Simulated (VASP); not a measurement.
# Mg (P6_3/mmc) in VASP: a series of runs

Mg is run at these levels: LDA, PBE; tasks: single point.

Everything below comes from runs of VASP 6.6.1. Logs are shortened: lines on timing, memory, paths and dates and some standing lists are left out, and cuts for length are marked.

### Step 1. The cell of the first run

The structure is hexagonal, space group P6_3/mmc (No. 194). Conventional cell: a = 3.252 Å, b = 3.252 Å, c = 5.279 Å, α = 90.00°, β = 90.00°, γ = 120.00°. Mg (site symmetry -6m2) has 12 Mg at 3.24 to 3.25 Å within 4.3 Å.

### Step 2. Single point, LDA

INCAR

```
ALGO = Fast
EDIFF = 1E-6
ENCUT = 520
ISIF = 2
ISMEAR = -1
LASPH = T
LCHARG = T
LELF = T
LREAL = F
LVHAR = T
LWAVE = F
NBANDS = 9
NELM = 80
PREC = Accurate
SIGMA = 0.05
```

KPOINTS

```
k-points
0
Gamma
  10 10 5
```

POSCAR

```
Mg
1.0
    3.2515324747      0.0000000000      0.0000000000
   -1.6257662373      2.8159097243      0.0000000000
    0.0000000000      0.0000000000      5.2788644417
Mg
2
Direct
    0.6666666667      0.3333333333      0.7500000000
    0.3333333333      0.6666666667      0.2500000000
```

Potentials or basis: VASP PAW LDA potentials, release 64 (Mg).

Launch:

```console
> cat potpaw_LDA.64/Mg/POTCAR > POTCAR
> mpirun -np 1 vasp_std > vasp.out
```

OUTCAR:

```text
EDIFF = 1E-6
   ENCUT = 520
   ISIF = 2
   ISMEAR = -1
   LASPH = T
   LREAL = F
   NELM = 80
   PREC = Accurate

 ion  position               nearest neighbor table
   1  0.667  0.333  0.750-   2 3.24   2 3.24   2 3.24   2 3.24   2 3.24   2 3.24
   2  0.333  0.667  0.250-   1 3.24   1 3.24   1 3.24   1 3.24   1 3.24   1 3.24

  LATTYP: Found a hexagonal cell.
 ALAT       =     3.2515324747
 C/A-ratio  =     1.6235004518

  Lattice vectors:

 A1 = (   3.2515324747,   0.0000000000,   0.0000000000)
 A2 = (  -1.6257662373,   2.8159097243,   0.0000000000)
 A3 = (   0.0000000000,   0.0000000000,   5.2788644417)

Analysis of symmetry for initial positions (statically):
=====================================================================
 Subroutine PRICEL returns:
 Original cell was already a primitive cell.

 Routine SETGRP: Setting up the symmetry group for a
 hexagonal supercell.

 Subroutine GETGRP returns: Found 24 space group operations
 (whereof 12 operations were pure point group operations)
 out of a pool of 24 trial point group operations.

The static configuration has the point symmetry D_3d.
 The point group associated with its full space group is D_6h.

Analysis of symmetry for dynamics (positions and initial velocities):
=====================================================================
 Subroutine PRICEL returns:
 Original cell was already a primitive cell.

 Routine SETGRP: Setting up the symmetry group for a
 hexagonal supercell.

 Subroutine GETGRP returns: Found 24 space group operations
 (whereof 12 operations were pure point group operations)
 out of a pool of 24 trial point group operations.

The dynamic configuration has the point symmetry D_3d.
 The point group associated with its full space group is D_6h.

 Subroutine INISYM returns: Found 24 space group operations
 (whereof 12 operations are pure point group operations),
 and found     1 'primitive' translations

----------------------------------------------------------------------------------------

                                     Primitive cell

  volume of cell :      48.3334

  direct lattice vectors                    reciprocal lattice vectors
     3.251532475  0.000000000  0.000000000     0.307547290  0.177562510  0.000000000
    -1.625766237  2.815909724  0.000000000     0.000000000  0.355125021  0.000000000
     0.000000000  0.000000000  5.278864442     0.000000000  0.000000000  0.189434681

  length of vectors
     3.251532475  3.251532475  5.278864442     0.355125021  0.355125021  0.189434681

  position of ions in fractional coordinates (direct lattice)
     0.666666667  0.333333333  0.750000000
     0.333333333  0.666666667  0.250000000

  ion indices of the primitive-cell ions
   primitive index   ion index
                 1           1
                 2           2

----------------------------------------------------------------------------------------

 KPOINTS: k-points

Automatic generation of k-mesh.
 Grid dimensions read from file:
 generate k-points for:   10   10    5

 Generating k-lattice:

  Cartesian coordinates                     Fractional coordinates (reciprocal lattice)
     0.030754729  0.017756251  0.000000000     0.100000000  0.000000000  0.000000000
     0.000000000  0.035512502  0.000000000     0.000000000  0.100000000  0.000000000
     0.000000000  0.000000000  0.037886936     0.000000000  0.000000000  0.200000000

  Length of vectors
     0.035512502  0.035512502  0.037886936

  Shift w.r.t. Gamma in fractional coordinates (k-lattice)
     0.000000000  0.000000000  0.000000000

 Subroutine IBZKPT returns following result:
 ===========================================

 Found     42 irreducible k-points:

 Following reciprocal coordinates:
            Coordinates               Weight
  0.000000  0.000000  0.000000      1.000000
  0.100000  0.000000  0.000000      6.000000
  0.200000  0.000000  0.000000      6.000000
  0.300000  0.000000  0.000000      6.000000
  0.400000  0.000000  0.000000      6.000000
  0.500000 -0.000000  0.000000      3.000000
[... 16 lines left out ...]
  0.300000  0.100000  0.200000     24.000000
  0.400000  0.100000  0.200000     24.000000
 [... further k-points ...]
   k-points           NKPTS =     42   k-points in BZ     NKDIM =     42   number of bands    NBANDS=      9
   number of dos      NEDOS =    301   number of ions     NIONS =      2
   total plane-waves  NPLWV =  23040
   dimension x,y,z NGX =    24 NGY =   24 NGZ =   40
   dimension x,y,z NGXF=    48 NGYF=   48 NGZF=   80
   ions per type =               2
   NGX,Y,Z   is equivalent  to a cutoff of  12.27, 12.27, 12.60 a.u.
   NGXF,Y,Z  is equivalent  to a cutoff of  24.54, 24.54, 25.19 a.u.
 SYSTEM =  unknown system
   PREC   = accura    normal or accurate (medium, high low for compatibility)
   ISTART =      0    job   : 0-new  1-cont  2-samecut
   ICHARG =      2    charge: 1-file 2-atom 10-const
   ISPIN  =      1    spin polarized calculation?
   LNONCOLLINEAR =      F non collinear calculations
   LSORBIT =      F    spin-orbit coupling
   LASPH  =      T    aspherical Exc in radial PAW
   ENCUT  =  520.0 eV  38.22 Ry    6.18 a.u.   6.05  6.05  9.82*2*pi/ulx,y,z
   NELM   =     80;   NELMIN=  2; NELMDL= -5     # of ELM steps
   EDIFF  = 0.1E-05   stopping-criterion for ELM
   LREAL  =      F    real-space projection
   EDIFFG = 0.1E-04   stopping-criterion for IOM
   NSW    =      0    number of steps for IOM
   IBRION =     -1    ionic relax: 0-MD 1-quasi-New 2-CG
   NFREE  =      0    steps in history (QN), initial steepest desc. (CG)
   ISIF   =      2    stress and relaxation
   ISYM   =      2    0-nonsym 1-usesym 2-fastsym
   POTIM  = 0.5000    time-step for ionic-motion
   TEBEG  =    0.0;   TEEND  =   0.0 temperature during run
   PSTRESS=    0.0 pullay stress
   NELECT =       4.0000    total number of electrons
   NUPDOWN=      -1.0000    fix difference up-down
   EMIN   =  10.00;   EMAX   =-10.00  energy-range for DOS
   EFERMI =   0.00;   METHOD = LEGACY
   ISMEAR =    -1;   SIGMA  =   0.05  broadening in eV -4-tet -1-fermi 0-gaus
   EFERMI_NEDOS =   21; number of points for ismear=-14 and -15
   IALGO  =     68    algorithm
   IMIX   =      4    mixing-type and parameters
     AMIX     =   0.40;   BMIX     =  1.00
     AMIX_MAG =   1.60;   BMIX_MAG =  1.00
  volume/ion in A,a.u.               =      24.17       163.08
  Fermi-wavevector in a.u.,A,eV,Ry     =   0.713421  1.348170  6.924945  0.508969
  Thomas-Fermi vector in A             =   1.801054
   LORBIT       =      0    0 simple, 1 ext, 2 COOP (PROOUT), +10 PAW based schemes
   GGA     = CA    functional components
   LHFCALC =     F    Hartree Fock is set to
   AEXX    =    0.0000 exact exchange contribution
   IVDW    =     0    specifies the selected vdW correction
   LEPSILON=     F    determine dielectric tensor
   LRPA    =     F    only Hartree local field effects (RPA)
 non-spin polarized calculation
 RMM-DIIS sequential band-by-band and
  energy-cutoff  :      520.00
  volume of cell :       48.33
 maximum number of plane-waves:      1320
   NGX = 13   NGY = 13   NGZ = 19

 number of electron       4.0000000 magnetization

 Free energy of the ion-electron system (eV)
  ---------------------------------------------------
  ext. energy  EPLUGINS =         0.00000000
  ---------------------------------------------------
  free energy    TOTEN  =        -3.54537667 eV

  energy without entropy =       -3.53343471  energy(sigma->0) =       -3.53940569

 E-fermi :   2.2371     XC(G=0):  -8.5153

 val. band max:        2.2141091907   @ k =   0.3000   0.0000   0.0000
 cond. band min:       2.2389222695   @ k =   0.3000   0.3000   0.0000
 fundamental gap:      0.0248130788
 Fermi energy:         2.2370635383

 k-point     1 :       0.0000    0.0000    0.0000
  band No.  band energies     occupation
      1      -4.4920      2.00000
      2       0.6465      2.00000
      3       0.9277      2.00000
      4      12.7490      0.00000
      5      12.7490      0.00000
      6      12.8140      0.00000
      7      12.8140      0.00000
      8      13.7409      0.00000
      9      15.1127      0.00000

 k-point     2 :       0.1000    0.0000    0.0000
  band No.  band energies     occupation
      1      -4.3022      2.00000
      2       0.8205      2.00000
      3       1.1137      2.00000
      4      10.0588      0.00000
      5      11.3302      0.00000
      6      12.1993      0.00000
      7      14.4928      0.00000
      8      14.5180      0.00000
      9      14.6495      0.00000

 k-point     3 :       0.2000    0.0000    0.0000
  band No.  band energies     occupation
      1      -3.7350      2.00000
      2       1.3429      2.00000
      3       1.6629      1.99998
      4       7.1818      0.00000
      5      10.2036      0.00000
      6      10.8176      0.00000
      7      11.8315      0.00000
      8      12.6575      0.00000
      9      14.8228      0.00000

 k-point     4 :       0.3000    0.0000    0.0000
  band No.  band energies     occupation
      1      -2.7967      2.00000
      2       2.2141      1.22560
      3       2.5157      0.00758
      4       4.6215      0.00000
      5       9.1917      0.00000
      6       9.2368      0.00000
      7       9.4016      0.00000
      8      11.0500      0.00000
      9      14.1220      0.00000
[... 205 lines left out ...]
 k-point    22 :       0.2000    0.1000    0.2000
  band No.  band energies     occupation
      1      -2.9576      2.00000
      2       0.1853      2.00000
      3       4.2126      0.00000
      4       6.1860      0.00000
      5       7.8146      0.00000
      6       9.2001      0.00000
      7      10.7986      0.00000
      8      12.7420      0.00000
      9      12.8769      0.00000

 k-point    23 :       0.3000    0.1000    0.2000
  band No.  band energies     occupation
      1      -1.8415      2.00000
      2       1.2505      2.00000
      3       3.5920      0.00000
      4       5.3573      0.00000
      5       6.4787      0.00000
      6       7.4891      0.00000
      7      10.0135      0.00000
      8      10.8495      0.00000
      9      12.5693      0.00000

 k-point    24 :       0.4000    0.1000    0.2000
  band No.  band energies     occupation
      1      -0.3749      2.00000
      2       1.3945      2.00000
      3       2.7757      0.00004
      4       4.4792      0.00000
      5       6.4076      0.00000
      6       7.2516      0.00000
      7       8.6611      0.00000
      8       9.9770      0.00000
      9      12.2779      0.00000

 [... further k-points ...]

------------------------ aborting loop because EDIFF is reached ----------------------------------------

  FORCE on cell =-STRESS in cart. coord.  units (eV):
  Direction    XX          YY          ZZ          XY          YZ          ZX
  --------------------------------------------------------------------------------------
  -------------------------------------------------------------------------------------
  Total       -1.2629125     -1.2629125     -0.8541119     -0.0000000      0.0000000     -0.0000000
  in kB      -41.8635939    -41.8635939    -28.3124878     -0.0000000      0.0000000     -0.0000000
  external PRESSURE =     -37.3465585 kB  Pullay stress =       0.0000000 kB

 VOLUME and BASIS-vectors are now :
 -----------------------------------------------------------------------------
  energy-cutoff  :      520.00
  volume of cell :       48.33
      direct lattice vectors                 reciprocal lattice vectors
     3.251532475  0.000000000  0.000000000     0.307547290  0.177562510  0.000000000
    -1.625766237  2.815909724  0.000000000     0.000000000  0.355125021  0.000000000
     0.000000000  0.000000000  5.278864442     0.000000000  0.000000000  0.189434681

 POSITION                                       TOTAL-FORCE (eV/Angst)
 -----------------------------------------------------------------------------------
      1.62577      0.93864      3.95915         0.000000     -0.000000      0.000000
     -0.00000      1.87727      1.31972        -0.000000      0.000000      0.000000
 -----------------------------------------------------------------------------------
    total drift:                                0.000000     -0.000000      0.000000

  FREE ENERGIE OF THE ION-ELECTRON SYSTEM (eV)
  ---------------------------------------------------
  free  energy   TOTEN  =        -3.5453766696 eV

  energy  without entropy=       -3.5334347088  energy(sigma->0) =       -3.53940569
```

It took 4.1 s on 1 thread of Intel Xeon 6975P-C (Granite Rapids), shared host; peak memory 0.14 GiB.

What came out:

```
Free energy            : -3.5454 eV
Pressure               : -3.7 GPa
Band gap on the k mesh : zero (band 2 reaches 2.91 eV, above the bottom of band 3 at 0.93 eV)
```

Levels at points of the mesh, in eV from the Fermi level:
```tsv
k point	band 1	band 2	band 3	band 4	band 5	band 6	band 7
(0.00, 0.00, 0.00)	-6.73	-1.59	-1.31	10.51	10.51	10.58	10.58
(0.50, 0.00, 0.00)	-2.13	-2.06	2.56	3.02	3.06	3.48	6.52
```

### Step 3. Single point, PBE

This run uses another cell than the first one, of 23.70 Å³/atom, 0.981 times its volume.

INCAR

```
SYSTEM = Mg
ALGO = Normal ; EDIFF = 1E-6
ENCUT = 520 ; GGA = PE
ISIF = 2 ; ISMEAR = -1
LASPH = .TRUE. ; LCHARG = .FALSE.
LREAL = .FALSE. ; LWAVE = .FALSE.
NBANDS = 9 ; NELM = 100
PREC = Accurate ; SIGMA = 0.05
```

KPOINTS

```
k-points
0
G
  10 10 5
  0 0 0
```

POSCAR

```
Mg
1.0
    3.2305542618      0.0000000000      0.0000000000
   -1.6152771309      2.7977420591      0.0000000000
    0.0000000000      0.0000000000      5.2448063036
Mg
2
Direct
    0.6666666667      0.3333333333      0.7500000000
    0.3333333333      0.6666666667      0.2500000000
```

Potentials or basis: VASP PAW PBE potentials, release 64 (Mg).

Launch:

```console
> cat potpaw_PBE.64/Mg/POTCAR > POTCAR
> mpirun -np 1 vasp_std > vasp.out
```

It took 4.6 s on 1 thread of Intel Xeon 6975P-C (Granite Rapids), shared host; peak memory 0.15 GiB.

The run converged. Its results:

```
Free energy            : -3.0017 eV
Pressure               : -1.1 GPa
Band gap on the k mesh : zero (band 2 reaches 3.14 eV, above the bottom of band 3 at 1.22 eV)
```

Stress tensor (GPa, compression positive):
```
-1.54  0.00  0.00
 0.00 -1.54  0.00
 0.00  0.00 -0.34
```

Levels at points of the mesh, in eV from the Fermi level:
```
           k point  band 1  band 2  band 3  band 4  band 5  band 6
(0.00, 0.00, 0.00)   -6.82   -1.66   -1.27   10.73   10.73   10.78
(0.50, 0.00, 0.00)   -2.13   -2.11    2.59    2.98    3.16    3.58
```

### Step 4. Single point, PBE

INCAR

```
SYSTEM = Mg
  PREC = Accurate
  ENCUT = 520
  EDIFF = 1E-7
  ISMEAR = -1
  SIGMA = 0.05
  LREAL = .FALSE.
  LASPH = .TRUE.
  NELM = 100
  ALGO = Normal
  ISIF = 2
  LWAVE = .FALSE.
  LCHARG = .TRUE.
  GGA = PE
  LELF = .TRUE.
  LVHAR = .TRUE.
  NBANDS = 9
```

KPOINTS

```
regular mesh
0
G
  10 10 5
  0 0 0
```

POSCAR

```
Mg
1.0
    3.2515324747      0.0000000000      0.0000000000
   -1.6257662373      2.8159097243      0.0000000000
    0.0000000000      0.0000000000      5.2788644417
Mg
2
Direct
    0.6666666667      0.3333333333      0.7500000000
    0.3333333333      0.6666666667      0.2500000000
```

Launch:

```console
> cat potpaw_PBE.64/Mg/POTCAR > POTCAR
> mpirun -np 1 vasp_std > vasp.out
```

Run time: 5.2 s. Hardware: 1 thread of Intel Xeon 6975P-C (Granite Rapids), shared host; peak memory 0.16 GiB.

The run converged. Its results:

```yaml
Free_energy: -2.9934 eV
Pressure: -1.7 GPa
Band_gap_on_the_k_mesh: zero (band 2 reaches 3.05 eV, above the bottom of band 3 at 1.13 eV)
```

Stress tensor (GPa, compression positive):
```
-2.13  0.00  0.00
 0.00 -2.13  0.00
 0.00  0.00 -0.90
```

Levels at points of the mesh, in eV from the Fermi level:
| k point | band 1 | band 2 | band 3 | band 4 | band 5 | band 6 | band 7 |
| --- | --- | --- | --- | --- | --- | --- | --- |
| (0.00, 0.00, 0.00) | -6.74 | -1.62 | -1.27 | 10.62 | 10.62 | 10.63 | 10.63 |
| (0.50, 0.00, 0.00) | -2.12 | -2.08 | 2.56 | 2.98 | 3.11 | 3.52 | 6.59 |

[end of part 1 of 2]
